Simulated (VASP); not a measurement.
Here is a VASP 6.6.1 calculation.

Contents of INCAR:

```
SYSTEM = B2As3
PREC = Accurate ; ENCUT = 520
EDIFF = 1E-6 ; ISMEAR = 0
SIGMA = 0.2 ; LREAL = .FALSE.
LASPH = .TRUE. ; NELM = 100
ALGO = Normal ; ISIF = 2
LWAVE = .FALSE. ; LCHARG = .TRUE.
GGA = PE ; LELF = .TRUE.
LVHAR = .TRUE. ; NBANDS = 32
```

The input KPOINTS:

```
Automatic mesh
0
G
  6 6 2
  0 0 0
```

POSCAR

```
B2As3
1.0
    3.4438230362     -0.0032580122     -0.3752324074
   -1.7252901818      3.0001363608      0.1714886051
   -1.6824866422     -0.0866171760     15.2543470311
B As
4 6
Direct
    0.6438829753      0.1705959690      0.8159236593
    0.7887811715     -0.1713850323      0.6299103562
    0.3560250078      0.8294543839      0.1840606314
    0.2110719541      0.1713566309      0.3700791743
    0.6315640757      0.3154984004      0.9484482729
   -0.0682549852     -0.1650442874      0.7699759419
    0.0791509568      0.4926421057      0.5867224864
    0.3689105410      0.6844710266      0.0515671741
    0.0681424889      0.1650805440      0.2300181169
    0.9207258139      0.5073302592      0.4132941865
```

Potentials or basis: VASP PAW PBE potentials, release 64 (B, As).

Command:

```sh
$ cat potpaw_PBE.64/B/POTCAR potpaw_PBE.64/As/POTCAR > POTCAR
$ mpirun -np 1 vasp_std > vasp.out
```

(1) Estimate the pressure.

(2) What does it give for the largest force?

## Answers

(1) 0.5 GPa.

(2) 0.049 eV/Å.
